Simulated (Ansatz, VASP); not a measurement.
## Ag in VASP and in Ansatz

INCAR

```
SYSTEM = Ag
PREC = Accurate ; ENCUT = 520
EDIFF = 1E-7 ; ISMEAR = -1
SIGMA = 0.08 ; LREAL = .False.
LASPH = .True. ; NELM = 80
ALGO = Normal ; ISIF = 2
LWAVE = .False. ; LCHARG = .True.
GGA = PS ; LELF = .True.
LVHAR = .True. ; NBANDS = 12
```

KPOINTS

```
Automatic mesh
0
Gamma
  18 18 18
  0 0 0
```

The input POSCAR:

```
Ag
1.0
   -1.4845307784      1.4845307784      1.4845307784
    1.4845307784     -1.4845307784      1.4845307784
    1.4845307784      1.4845307784     -1.4845307784
Ag
1
Direct
    0.0000000000      0.0000000000      0.0000000000
```

Input for Ansatz:

```yaml
crystal:
  lattice:
    - [-1.4845307784, 1.4845307784, 1.4845307784]
    - [1.4845307784, -1.4845307784, 1.4845307784]
    - [1.4845307784, 1.4845307784, -1.4845307784]
  atoms:
    - { symbol: Ag, position: [0.0, 0.0, 0.0] }
kpoints:
  mp_grid: { grid: [18, 18, 18] }
scf:
  occupations: { method: fermi_dirac, width: 0.08 }
hamiltonian:
  xc: pbesol
  pseudopotentials: { kind: all_electron, lapw: { basis_error: 0.001 } }
output:
  forces: true
  stress: true
  eigenvalues: true
  populations: true
```

Change from the starting cell: volume scaled by 0.78, LAPW.

Alike in both runs: task single point; functional PBEsol; k mesh 18 × 18 × 18; occupations fermi-dirac, width 0.08 eV; no spin polarisation.

|  | VASP | Ansatz |
| --- | --- | --- |
| version | VASP 6.6.1 | Ansatz 0.2.0 |
| potentials or method | VASP PAW PBE potentials, release 64 (Ag), cutoff 520 eV | all-electron LAPW, scalar-relativistic |

```csv
,VASP,Ansatz,Ansatz less VASP
pressure (GPa),56.9,57.6,+0.77
```

VASP's potentials were made for PBE, not for PBEsol. Both programs put the cell under a high pressure, so it lies far from rest at this level. Ansatz ran all-electron here, and VASP with PAW potentials.
